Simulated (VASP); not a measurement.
# KTaO3 in VASP: notebook

Runs on KTaO3. Level: PBE. Tasks: single point.

Program: VASP 6.6.1. These are calculated values, not measurements. Logs are shortened: lines on timing, memory, paths and dates and some standing lists are left out, and cuts for length are marked.

### 1 The cell of the first run

The structure is trigonal, space group R-3m (No. 166). The conventional cell has a = 5.584 Å, b = 5.584 Å, c = 7.046 Å, α = 90.00°, β = 90.00°, γ = 120.00°. K (site symmetry -3m) has 12 O at 2.79 to 2.85 Å and 8 Ta at 3.43 to 3.52 Å within 3.7 Å. Within 2.6 Å of Ta (site symmetry -3m) lie 6 O at 1.99 Å. Within 2.6 Å of O (site symmetry 2/m) lie 2 Ta at 1.99 Å.

### 2 Single point, PBE (equal xy, yz and zx shear strains of +2 %)

INCAR reads:

```
PREC = Accurate ; ENCUT = 520
EDIFF = 1E-7 ; ISMEAR = -1
SIGMA = 0.01 ; LREAL = F
LASPH = T ; NELM = 60
ALGO = Normal ; ISIF = 2
LWAVE = F ; LCHARG = F
GGA = PE ; NBANDS = 27
```

KPOINTS reads:

```
regular mesh
0
Gamma
  5 5 5
```

POSCAR reads:

```
KTaO3
1.0
    3.9883000000      0.0398830000      0.0398830000
    0.0398830000      3.9883000000      0.0398830000
    0.0398830000      0.0398830000      3.9883000000
K Ta O
1 1 3
Direct
    0.5000000000      0.5000000000      0.5000000000
    0.0000000000      0.0000000000      0.0000000000
    0.5000000000      0.0000000000      0.0000000000
    0.0000000000      0.5000000000      0.0000000000
    0.0000000000      0.0000000000      0.5000000000
```

Potentials or basis: VASP PAW PBE potentials, release 64 (K_sv, Ta_pv, O).

Command:

```sh
$ cat potpaw_PBE.64/K_sv/POTCAR potpaw_PBE.64/Ta_pv/POTCAR potpaw_PBE.64/O/POTCAR > POTCAR
$ mpirun -np 1 vasp_std > vasp.out
```

OUTCAR:

```text
PREC = Accurate
   ENCUT = 520
   EDIFF = 1E-7
   ISMEAR = -1
   LREAL = F
   LASPH = T
   NELM = 60
   ISIF = 2
   GGA = PE

 ion  position               nearest neighbor table
   1  0.500  0.500  0.500-   3 2.79   4 2.79   3 2.79   5 2.79   4 2.79   5 2.79   3 2.85   3 2.85
                             4 2.85   5 2.85   4 2.85   5 2.85   2 3.43   2 3.43   2 3.43   2 3.43
   2  0.000  0.000  0.000-   3 1.99   4 1.99   5 1.99   5 1.99   4 1.99   3 1.99   1 3.43   1 3.43
                             1 3.43   1 3.43   1 3.43   1 3.43   1 3.52   1 3.52
   3  0.500  0.000  0.000-   2 1.99   2 1.99   1 2.79   1 2.79   1 2.85   1 2.85
   4  0.000  0.500  0.000-   2 1.99   2 1.99   1 2.79   1 2.79   1 2.85   1 2.85
   5  0.000  0.000  0.500-   2 1.99   2 1.99   1 2.79   1 2.79   1 2.85   1 2.85

  LATTYP: Found a trigonal (rhomboedric) cell.
 ALAT       =     3.9886988101
 COS(alpha) =     0.0200959808

  Lattice vectors:

 A1 = (   3.9883000000,   0.0398830000,   0.0398830000)
 A2 = (   0.0398830000,   3.9883000000,   0.0398830000)
 A3 = (   0.0398830000,   0.0398830000,   3.9883000000)

Analysis of symmetry for initial positions (statically):
=====================================================================
 Subroutine PRICEL returns:
 Original cell was already a primitive cell.

 Routine SETGRP: Setting up the symmetry group for a
 trigonal (rhombohedral) supercell.

 Subroutine GETGRP returns: Found 12 space group operations
 (whereof 12 operations were pure point group operations)
 out of a pool of 12 trial point group operations.

The static configuration has the point symmetry D_3d.

Analysis of symmetry for dynamics (positions and initial velocities):
=====================================================================
 Subroutine PRICEL returns:
 Original cell was already a primitive cell.

 Routine SETGRP: Setting up the symmetry group for a
 trigonal (rhombohedral) supercell.

 Subroutine GETGRP returns: Found 12 space group operations
 (whereof 12 operations were pure point group operations)
 out of a pool of 12 trial point group operations.

The dynamic configuration has the point symmetry D_3d.

 Subroutine INISYM returns: Found 12 space group operations
 (whereof 12 operations are pure point group operations),
 and found     1 'primitive' translations

----------------------------------------------------------------------------------------

                                     Primitive cell

[... 86 lines left out ...]
   LSORBIT =      F    spin-orbit coupling
   LASPH  =      T    aspherical Exc in radial PAW
   ENCUT  =  520.0 eV  38.22 Ry    6.18 a.u.   7.42  7.42  7.42*2*pi/ulx,y,z
   NELM   =     60;   NELMIN=  2; NELMDL= -5     # of ELM steps
   EDIFF  = 0.1E-06   stopping-criterion for ELM
   LREAL  =      F    real-space projection
   EDIFFG = 0.1E-05   stopping-criterion for IOM
   NSW    =      0    number of steps for IOM
   IBRION =     -1    ionic relax: 0-MD 1-quasi-New 2-CG
   NFREE  =      0    steps in history (QN), initial steepest desc. (CG)
   ISIF   =      2    stress and relaxation
   ISYM   =      2    0-nonsym 1-usesym 2-fastsym
   POTIM  = 0.5000    time-step for ionic-motion
   TEBEG  =    0.0;   TEEND  =   0.0 temperature during run
   PSTRESS=    0.0 pullay stress
   NELECT =      38.0000    total number of electrons
   NUPDOWN=      -1.0000    fix difference up-down
   EMIN   =  10.00;   EMAX   =-10.00  energy-range for DOS
   EFERMI =   0.00;   METHOD = LEGACY
   ISMEAR =    -1;   SIGMA  =   0.01  broadening in eV -4-tet -1-fermi 0-gaus
   EFERMI_NEDOS =   21; number of points for ismear=-14 and -15
   IALGO  =     38    algorithm
   IMIX   =      4    mixing-type and parameters
     AMIX     =   0.40;   BMIX     =  1.00
     AMIX_MAG =   1.60;   BMIX_MAG =  1.00
  volume/ion in A,a.u.               =      12.68        85.60
  Fermi-wavevector in a.u.,A,eV,Ry     =   1.380145  2.608096 25.916377  1.904800
  Thomas-Fermi vector in A             =   2.505049
   LORBIT       =      0    0 simple, 1 ext, 2 COOP (PROOUT), +10 PAW based schemes
   GGA     = PE    functional components
[... 5 lines left out ...]
 non-spin polarized calculation
  energy-cutoff  :      520.00
  volume of cell :       63.42
 maximum number of plane-waves:      1743
 NGX is ok and might be reduce to    30
   NGX = 15   NGY = 15   NGZ = 15

 number of electron      37.9999973 magnetization

 Free energy of the ion-electron system (eV)
  ---------------------------------------------------
  ext. energy  EPLUGINS =         0.00000000
  ---------------------------------------------------
  free energy    TOTEN  =       -41.00050837 eV

  energy without entropy =      -41.00050837  energy(sigma->0) =      -41.00050837

 E-fermi :   1.9266     XC(G=0): -10.8754

 val. band max:        1.7046271933   @ k =  -0.4000   0.4000   0.4000
 cond. band min:       3.9437202090   @ k =   0.0000   0.0000   0.0000
 fundamental gap:      2.2390930158
 Fermi energy:         1.9265926375

 k-point     1 :       0.0000    0.0000    0.0000
  band No.  band energies     occupation
      1     -32.3345      2.00000
      2     -32.3345      2.00000
      3     -32.3073      2.00000
      4     -25.5187      2.00000
      5     -15.7459      2.00000
      6     -15.0359      2.00000
[... 559 lines left out ...]
     26      13.1412      0.00000
     27      13.6101      0.00000

------------------------ aborting loop because EDIFF is reached ----------------------------------------

  FORCE on cell =-STRESS in cart. coord.  units (eV):
  Direction    XX          YY          ZZ          XY          YZ          ZX
  --------------------------------------------------------------------------------------
  -------------------------------------------------------------------------------------
  Total        2.4275616      2.4275616      2.4275616     -0.7950801     -0.7950801     -0.7950801
  in kB       61.3263096     61.3263096     61.3263096    -20.0857214    -20.0857214    -20.0857214
  external PRESSURE =      61.3263096 kB  Pullay stress =       0.0000000 kB

 VOLUME and BASIS-vectors are now :
 -----------------------------------------------------------------------------
  energy-cutoff  :      520.00
  volume of cell :       63.42
      direct lattice vectors                 reciprocal lattice vectors
     3.988300000  0.039883000  0.039883000     0.250783055 -0.002483001 -0.002483001
     0.039883000  3.988300000  0.039883000    -0.002483001  0.250783055 -0.002483001
     0.039883000  0.039883000  3.988300000    -0.002483001 -0.002483001  0.250783055

 POSITION                                       TOTAL-FORCE (eV/Angst)
 -----------------------------------------------------------------------------------
      2.03403      2.03403      2.03403        -0.000000     -0.000000     -0.000000
      0.00000      0.00000      0.00000         0.000000      0.000000     -0.000000
      1.99415      0.01994      0.01994        -0.000000      0.000000     -0.000000
      0.01994      1.99415      0.01994        -0.000000      0.000000      0.000000
      0.01994      0.01994      1.99415         0.000000     -0.000000     -0.000000
 -----------------------------------------------------------------------------------
    total drift:                                0.000000     -0.000000      0.000000

  FREE ENERGIE OF THE ION-ELECTRON SYSTEM (eV)
  ---------------------------------------------------
  free  energy   TOTEN  =       -41.0005083659 eV

  energy  without entropy=      -41.0005083659  energy(sigma->0) =      -41.00050837
```

OSZICAR:

```text
N       E                     dE             d eps       ncg     rms          rms(c)
DAV:   1     0.326656259350E+03    0.32666E+03   -0.21029E+04  1026   0.142E+03
DAV:   2    -0.305806808025E+02   -0.35724E+03   -0.34604E+03  1232   0.409E+02
DAV:   3    -0.490334000776E+02   -0.18453E+02   -0.18369E+02  1458   0.895E+01
DAV:   4    -0.495735870335E+02   -0.54019E+00   -0.53934E+00  1689   0.994E+00
DAV:   5    -0.495769301011E+02   -0.33431E-02   -0.33428E-02  1379   0.753E-01    0.340E+01
DAV:   6    -0.412246756151E+02    0.83523E+01   -0.33962E+01  1197   0.397E+01    0.129E+01
DAV:   7    -0.410661777026E+02    0.15850E+00   -0.16723E+00  1339   0.837E+00    0.927E+00
DAV:   8    -0.410228701695E+02    0.43308E-01   -0.41034E-01  1230   0.532E+00    0.315E+00
DAV:   9    -0.410021778617E+02    0.20692E-01   -0.36184E-02  1257   0.150E+00    0.511E-01
DAV:  10    -0.410005123597E+02    0.16655E-02   -0.15210E-02  1399   0.787E-01    0.854E-02
DAV:  11    -0.410004756027E+02    0.36757E-04   -0.10542E-03  1390   0.203E-01    0.313E-02
DAV:  12    -0.410005038943E+02   -0.28292E-04   -0.44757E-05  1388   0.559E-02    0.114E-02
DAV:  13    -0.410005083513E+02   -0.44570E-05   -0.65711E-06  1361   0.199E-02    0.429E-03
DAV:  14    -0.410005083659E+02   -0.14652E-07   -0.85739E-07  1351   0.600E-03
   1 F= -.41000508E+02 E0= -.41000508E+02  d E =-.593619E-11
```

stdout:

```text
POSCAR found type information on POSCAR K TaO
 POSCAR found :  3 types and       5 ions
 scaLAPACK will be used
 LDA part: xc-table for (Slater+PW92), standard interpolation
 POSCAR, INCAR and KPOINTS ok, starting setup
 FFT: planning ... GRIDC
 FFT: planning ... GRID_SOFT
 FFT: planning ... GRID
 WAVECAR not read
 entering main loop
```

It took 29 s on 1 thread of Intel Xeon 6975P-C, shared host; peak memory 0.18 GiB.

What came out:

```yaml
Free_energy: -41.0005 eV
Pressure: 6.1 GPa
Band_gap_on_the_k_mesh: 2.24 eV, indirect (least direct gap 2.70 eV)
```

Caveat: the cell differs from its parent crystal (equal xy, yz and zx shear strains of +2 %); spin-orbit coupling is left out, which moves the levels of the heavy elements. A k mesh can miss the band edges.

### 3 Single point, PBE (equal xx and yy strain of -3 %)

INCAR reads:

```
SYSTEM = KTaO3
  ALGO = Normal
  EDIFF = 1E-6
  ENCUT = 520
  GGA = PE
  ISIF = 2
  ISMEAR = -1
  LASPH = .TRUE.
  LCHARG = .FALSE.
  LREAL = .FALSE.
  LWAVE = .FALSE.
  NBANDS = 27
  NELM = 100
  PREC = Accurate
  SIGMA = 0.01
```

KPOINTS reads:

```
k-points
0
G
  5 5 5
  0 0 0
```

POSCAR, as its differences from that of step 2:

```diff
@@ -2,5 +2,5 @@
 1.0
-    3.9883000000      0.0398830000      0.0398830000
-    0.0398830000      3.9883000000      0.0398830000
-    0.0398830000      0.0398830000      3.9883000000
+    3.8686510000      0.0000000000      0.0000000000
+    0.0000000000      3.8686510000      0.0000000000
+    0.0000000000      0.0000000000      3.9883000000
 K Ta O
```

Potentials or basis: VASP PAW PBE potentials, release 64 (K_sv, Ta_pv, O).

Command:

```sh
$ cat potpaw_PBE.64/K_sv/POTCAR potpaw_PBE.64/Ta_pv/POTCAR potpaw_PBE.64/O/POTCAR > POTCAR
$ mpirun -np 1 vasp_std > vasp.out
```

OUTCAR:

```text
SYSTEM = KTaO3
   EDIFF = 1E-6
   ENCUT = 520
   GGA = PE
   ISIF = 2
   ISMEAR = -1
   LASPH = .TRUE.
   LREAL = .FALSE.
   NELM = 100
   PREC = Accurate

 ion  position               nearest neighbor table
   1  0.500  0.500  0.500-   5 2.74   5 2.74   5 2.74   5 2.74   4 2.78   3 2.78   4 2.78   3 2.78
                             4 2.78   3 2.78   4 2.78   3 2.78   2 3.39   2 3.39   2 3.39   2 3.39
   2  0.000  0.000  0.000-   3 1.93   4 1.93   4 1.93   3 1.93   5 1.99   5 1.99   1 3.39   1 3.39
                             1 3.39   1 3.39   1 3.39   1 3.39   1 3.39   1 3.39
[... 739 lines left out ...]
  -------------------------------------------------------------------------------------
  Total        9.8067773      9.8067773      4.4363977      0.0000000      0.0000000      0.0000000
  in kB      263.2267206    263.2267206    119.0787121      0.0000000      0.0000000      0.0000000
  external PRESSURE =     215.1773844 kB  Pullay stress =       0.0000000 kB

 VOLUME and BASIS-vectors are now :
 -----------------------------------------------------------------------------
  energy-cutoff  :      520.00
  volume of cell :       59.69
      direct lattice vectors                 reciprocal lattice vectors
     3.868651000  0.000000000  0.000000000     0.258488036  0.000000000  0.000000000
     0.000000000  3.868651000  0.000000000     0.000000000  0.258488036  0.000000000
     0.000000000  0.000000000  3.988300000     0.000000000  0.000000000  0.250733395

 POSITION                                       TOTAL-FORCE (eV/Angst)
 -----------------------------------------------------------------------------------
      1.93433      1.93433      1.99415         0.000000      0.000000      0.000000
      0.00000      0.00000      0.00000         0.000000      0.000000      0.000000
      1.93433      0.00000      0.00000         0.000000      0.000000      0.000000
      0.00000      1.93433      0.00000         0.000000      0.000000      0.000000
      0.00000      0.00000      1.99415         0.000000      0.000000      0.000000
 -----------------------------------------------------------------------------------
    total drift:                                0.000000     -0.000000      0.000000

  FREE ENERGIE OF THE ION-ELECTRON SYSTEM (eV)
  ---------------------------------------------------
  free  energy   TOTEN  =       -40.6563298867 eV

  energy  without entropy=      -40.6563298867  energy(sigma->0) =      -40.65632989
```

OSZICAR:

```text
N       E                     dE             d eps       ncg     rms          rms(c)
DAV:   1     0.331491187777E+03    0.33149E+03   -0.21020E+04   972   0.143E+03
DAV:   2    -0.293515302459E+02   -0.36084E+03   -0.35047E+03  1133   0.414E+02
DAV:   3    -0.483411060841E+02   -0.18990E+02   -0.18902E+02  1341   0.923E+01
DAV:   4    -0.490300584817E+02   -0.68895E+00   -0.68767E+00  1664   0.109E+01
DAV:   5    -0.490329449280E+02   -0.28864E-02   -0.28860E-02  1292   0.763E-01    0.386E+01
DAV:   6    -0.408079536107E+02    0.82250E+01   -0.32559E+01  1143   0.406E+01    0.149E+01
DAV:   7    -0.407116808605E+02    0.96273E-01   -0.14893E+00  1309   0.801E+00    0.104E+01
DAV:   8    -0.406713527935E+02    0.40328E-01   -0.31254E-01  1157   0.467E+00    0.305E+00
DAV:   9    -0.406568348996E+02    0.14518E-01   -0.33028E-02  1215   0.134E+00    0.374E-01
DAV:  10    -0.406562775864E+02    0.55731E-03   -0.84519E-03  1352   0.606E-01    0.650E-02
DAV:  11    -0.406563032673E+02   -0.25681E-04   -0.41001E-04  1327   0.142E-01    0.354E-02
DAV:  12    -0.406563278739E+02   -0.24607E-04   -0.42462E-05  1267   0.491E-02    0.110E-02
DAV:  13    -0.406563300050E+02   -0.21311E-05   -0.28097E-06  1231   0.121E-02    0.545E-03
DAV:  14    -0.406563298867E+02    0.11837E-06   -0.63938E-07   873   0.632E-03
   1 F= -.40656330E+02 E0= -.40656330E+02  d E =-.360794E-15
```

Run time: 39 s. Hardware: 1 thread of AMD EPYC 7R13, shared host; peak memory 0.18 GiB.

Results:

- Free energy: -40.6563 eV
- Pressure: 21.5 GPa
- Band gap on the k mesh: 2.40 eV, indirect (least direct gap 2.84 eV)

Levels at points of the mesh, in eV from the valence-band top:
```tsv
k point	band 16	band 17	band 18	band 19	band 20	band 21	band 22	band 23
(0.00, 0.00, 0.00)	-0.98	-0.50	-0.44	-0.44	2.40	2.40	2.45	6.98
```

Caveat: the cell differs from its parent crystal (equal xx and yy strain of -3 %); spin-orbit coupling is left out, which moves the levels of the heavy elements.

### 4 Single point, PBE (equal xx and yy strain of -1 %)

INCAR reads:

```
SYSTEM = KTaO3
PREC = Accurate
ENCUT = 520
EDIFF = 1E-6
ISMEAR = -1
SIGMA = 0.01
LREAL = .False.
LASPH = .True.
NELM = 100
ALGO = Normal
ISIF = 2
LWAVE = .False.
LCHARG = .True.
GGA = PE
LELF = .True.
LVHAR = .True.
NBANDS = 27
```

KPOINTS reads:

```
Automatic mesh
0
Gamma
  5 5 5
  0 0 0
```

POSCAR, as its differences from that of step 3:

```diff
@@ -2,4 +2,4 @@
 1.0
-    3.8686510000      0.0000000000      0.0000000000
-    0.0000000000      3.8686510000      0.0000000000
+    3.9484170000      0.0000000000      0.0000000000
+    0.0000000000      3.9484170000      0.0000000000
     0.0000000000      0.0000000000      3.9883000000
```

Command:

```sh
$ cat potpaw_PBE.64/K_sv/POTCAR potpaw_PBE.64/Ta_pv/POTCAR potpaw_PBE.64/O/POTCAR > POTCAR
$ mpirun -np 1 vasp_std > vasp.out
```

Wall time 55 s (1 thread of AMD EPYC 7R13, shared host); peak memory 0.18 GiB.

It converged, with:

| Property | Result |
| --- | --- |
| Free energy | -40.9524 eV |
| Pressure | 10.7 GPa |
| Band gap on the k mesh | 2.32 eV, indirect (least direct gap 2.82 eV) |

Stress tensor (GPa, compression positive):
```
12.04  0.00  0.00
 0.00 12.04  0.00
 0.00  0.00  7.90
```

Levels at points of the mesh, in eV from the valence-band top:
```
           k point  band 15  band 16  band 17  band 18  band 19  band 20  band 21  band 22  band 23  band 24
(0.00, 0.00, 0.00)    -0.96    -0.96    -0.51    -0.49    -0.49     2.32     2.32     2.34     6.85     7.08
```

Caveat: the cell differs from its parent crystal (equal xx and yy strain of -1 %); spin-orbit coupling is left out, which moves the levels of the heavy elements.

### 5 Single point, PBE (equal xx and yy strain of +2 %)

INCAR reads:

```
PREC = Accurate
ENCUT = 520
EDIFF = 1E-7
ISMEAR = -1
SIGMA = 0.01
LREAL = F
LASPH = T
NELM = 80
ALGO = Normal
ISIF = 2
LWAVE = F
LCHARG = F
GGA = PE
NBANDS = 27
```

KPOINTS reads:

```
regular mesh
0
Gamma
  5 5 5
```

POSCAR, as its differences from that of step 4:

```diff
@@ -2,4 +2,4 @@
 1.0
-    3.9484170000      0.0000000000      0.0000000000
-    0.0000000000      3.9484170000      0.0000000000
+    4.0680660000      0.0000000000      0.0000000000
+    0.0000000000      4.0680660000      0.0000000000
     0.0000000000      0.0000000000      3.9883000000
```

Command:

```sh
$ cat potpaw_PBE.64/K_sv/POTCAR potpaw_PBE.64/Ta_pv/POTCAR potpaw_PBE.64/O/POTCAR > POTCAR
$ mpirun -np 1 vasp_std > vasp.out
```

Wall time 58 s (1 thread of AMD EPYC 7R13, shared host); peak memory 0.18 GiB.

It converged, with:

* Free energy: -41.0425 eV
* Pressure: -1.6 GPa
* Band gap on the k mesh: 2.17 eV, indirect (least direct gap 2.68 eV)

Stress tensor (GPa, compression positive):
```
-3.84  0.00  0.00
 0.00 -3.84  0.00
 0.00  0.00  2.84
```

Levels at points of the mesh, in eV from the valence-band top:
```tsv
k point	band 15	band 16	band 17	band 18	band 19	band 20	band 21	band 22	band 23	band 24
(0.00, 0.00, 0.00)	-0.94	-0.82	-0.53	-0.53	-0.52	2.17	2.19	2.19	6.26	6.28
```

Caveat: the cell differs from its parent crystal (equal xx and yy strain of +2 %); spin-orbit coupling is left out, which moves the levels of the heavy elements. A k mesh can miss the band edges.

### 6 Summary

```csv
cell,gap on the mesh (eV),pressure (GPa)
"a = 3.989 Å, angles 88.8°, 5 atoms",2.24,6.1
"a = 3.869, b = 3.869, c = 3.988 Å, 5 atoms",2.40,21.5
"a = 3.948, b = 3.948, c = 3.988 Å, 5 atoms",2.32,10.7
"a = 4.068, b = 4.068, c = 3.988 Å, 5 atoms",2.17,-1.6
```

Alike in all rows: task single point; level PBE; potentials or basis VASP PAW PBE potentials, release 64 (K_sv, Ta_pv, O); no spin polarisation; k mesh 5 × 5 × 5; cutoff (eV) 520; smearing fermi-dirac 0.01 eV.

Caveats: spin-orbit coupling is left out, which moves the levels of the heavy elements.

Absolute energies hang on the potentials; compare differences alone.
